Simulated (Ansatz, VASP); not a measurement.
InSb in VASP and in Ansatz

```xyz
2
Lattice="0.0000 3.3026 3.3026 3.3026 0.0000 3.3026 3.3026 3.3026 0.0000" Properties=species:S:1:pos:R:3 pbc="T T T"
In    0.0000    0.0000    0.0000
Sb    4.9539    4.9539    4.9539
```

Change from the starting cell: volume scaled by 1.06.

Alike in both runs: task single point; functional PBE; k mesh 10 × 10 × 10; occupations fermi-dirac, width 0.03 eV; no spin polarisation.

|  | VASP | Ansatz |
| --- | --- | --- |
| version | VASP 6.6.1 | Ansatz 0.2.0 |
| potentials or method | VASP PAW PBE potentials, release 64 (In_d, Sb), cutoff 520 eV | all-electron LAPW, scalar-relativistic |

```tsv
	VASP	Ansatz	Ansatz less VASP
pressure (GPa)	0.5	0.5	+0.03
```

Ansatz ran all-electron here, and VASP with PAW potentials.

Spin-orbit coupling is off throughout.
